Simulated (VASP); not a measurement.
Input of a VASP 6.6.1 run:

Contents of INCAR:

```
SYSTEM = LiNbO3
PREC = Accurate
ENCUT = 600
EDIFF = 1E-7
ISMEAR = 0
SIGMA = 0.02
LREAL = .FALSE.
LASPH = .TRUE.
NELM = 100
ALGO = Normal
ISIF = 3
LWAVE = .FALSE.
LCHARG = .FALSE.
GGA = PE
IBRION = 2
NSW = 100
EDIFFG = -0.01
```

The input KPOINTS:

```
regular mesh
0
G
  6 6 6
  0 0 0
```

POSCAR

```
LiNbO3
1.0
    2.6448998000      1.5270336100      4.6161699300
   -2.6448998000      1.5270336100      4.6161699300
    0.0000000000     -3.0540672200      4.6161699300
Li Nb O
2 2 6
Direct
    0.2500000000      0.2500000000      0.2500000000
    0.7500000000      0.7500000000      0.7500000000
    0.0000000000      0.0000000000      0.0000000000
    0.5000000000      0.5000000000      0.5000000000
    0.1435500000      0.3564500000      0.7500000000
    0.7500000000      0.1435500000      0.3564500000
    0.3564500000      0.7500000000      0.1435500000
    0.8564500000      0.6435500000      0.2500000000
    0.2500000000      0.8564500000      0.6435500000
    0.6435500000      0.2500000000      0.8564500000
```

Potentials or basis: VASP PAW PBE potentials, release 64 (Li_sv, Nb_sv, O).

Run with:

```bash
$ cat potpaw_PBE.64/Li_sv/POTCAR potpaw_PBE.64/Nb_sv/POTCAR potpaw_PBE.64/O/POTCAR > POTCAR
$ mpirun -np 1 vasp_std > vasp.out
```

Q: What does it give for the relaxed cell?

A: a = 5.492 Å, b = 5.492 Å, c = 5.492 Å, α = 56.74°, β = 56.74°, γ = 56.74°.

Q: Predict the relaxed volume.

A: 10.83 Å³/atom.

The path:
| step | energy change (eV) | largest force (eV/Å) | pressure (GPa) | volume (Å³) |
| --- | --- | --- | --- | --- |
| 1 | 0.0000 | 0.2314 | -2.09 | 111.86 |
| 2 | -0.0236 | 0.3221 | 1.45 | 109.52 |
| 3 | -0.0236 | 0.3233 | 1.50 | 109.49 |
| 4 | -0.0446 | 0.2582 | 1.23 | 109.16 |
| 5 | -0.0761 | 0.0290 | 0.44 | 108.16 |
| 6 | -0.0763 | 0.0038 | 0.36 | 108.07 |
| 7 | -0.0774 | 0.0091 | -0.22 | 108.41 |
| 8 | -0.0774 | 0.0112 | -0.32 | 108.47 |
| 9 | -0.0779 | 0.0084 | 0.00 | 108.34 |

Caveat: the cutoff is under 1.25 times the usual one of these potentials, so pressure, stress and relaxed cells hold a basis-set (Pulay) error.
